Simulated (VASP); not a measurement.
Input of a VASP 6.6.1 run:

The input POSCAR:

```
CaO
1.0
    0.0000000000      2.5334912059      2.3348363765
    2.5334912059      0.0000000000      2.3348363765
    2.5334912059      2.5334912059      0.0000000000
Ca O
1 1
Direct
    0.0000000000      0.0000000000      0.0000000000
    0.5000000000      0.5000000000      0.5000000000
```

The input INCAR.step1:

```
PREC = Accurate
ENCUT = 520
ISMEAR = 0
SIGMA = 0.01
LREAL = False
LASPH = True
NELM = 80
NBANDS = 15
GGA = PE
ALGO = Normal
EDIFF = 1E-4
LWAVE = True
LCHARG = False
```

The input INCAR.step2:

```
PREC = Accurate
ENCUT = 520
EDIFF = 1E-6
ISMEAR = 0
SIGMA = 0.01
LREAL = False
LASPH = True
NELM = 80
ALGO = Normal
ISIF = 2
LWAVE = False
LCHARG = False
METAGGA = R2SCAN
LMIXTAU = True
NBANDS = 15
ISTART = 1
```

The input KPOINTS:

```
Automatic mesh
0
Gamma
  10 10 10
```

Potentials or basis: VASP PAW PBE potentials, release 64 (Ca_sv, O).

Command:

```bash
$ cat potpaw_PBE.64/Ca_sv/POTCAR potpaw_PBE.64/O/POTCAR > POTCAR
$ cp INCAR.step1 INCAR
$ mpirun -np 1 vasp_std > vasp.out
$ cp INCAR.step2 INCAR
$ mpirun -np 1 vasp_std > vasp.out
```

Estimate the pressure.

-6.0 GPa.

Estimate the band gap on the k mesh.

3.91 eV, indirect (least direct gap 4.53 eV).

Stress tensor (GPa, compression positive):
```
-9.69  0.00  0.00
 0.00 -9.69  0.00
 0.00  0.00  1.45
```

Caveat: the cell differs from its parent crystal (epitaxial xy strain +5.7%); the PAW data sets were made with another functional, which shifts forces and pressure a little. A k mesh can miss the band edges.
